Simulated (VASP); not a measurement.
A run of VASP 6.6.1 is set up as follows.

INCAR

```
SYSTEM = AlN
  PREC = Accurate
  ENCUT = 600
  EDIFF = 1E-6
  ISMEAR = 0
  SIGMA = 0.1
  LREAL = .False.
  LASPH = .True.
  NELM = 60
  ALGO = Normal
  ISIF = 3
  LWAVE = .False.
  LCHARG = .False.
  GGA = PE
  IBRION = 2
  NSW = 80
  EDIFFG = -0.05
```

The input KPOINTS:

```
Automatic mesh
0
Gamma
  6 6 4
  0 0 0
```

Contents of POSCAR:

```
AlN
1.0
    3.4793693580      0.0000000000      0.0000000000
   -1.7396846790      3.0132222532      0.0000000000
    0.0000000000      0.0000000000      5.7107674597
Al N
2 2
Direct
    0.3333333333      0.6666666667      0.0000468390
    0.6666666667      0.3333333333      0.5000468390
    0.3333333333      0.6666666667      0.3749531610
    0.6666666667      0.3333333333      0.8749531610
```

Potentials or basis: VASP PAW PBE potentials, release 64 (Al, N).

Command:

```console
$ cat potpaw_PBE.64/Al/POTCAR potpaw_PBE.64/N/POTCAR > POTCAR
$ mpirun -np 1 vasp_std > vasp.out
```

(1) Predict the relaxed volume.

(2) Estimate the band gap on the k mesh.

## Answers

(1) 10.62 Å³/atom.

(2) 4.06 eV, direct.

Caveat: the volume moved by over 15 % at a fixed basis, so the end points are rough.
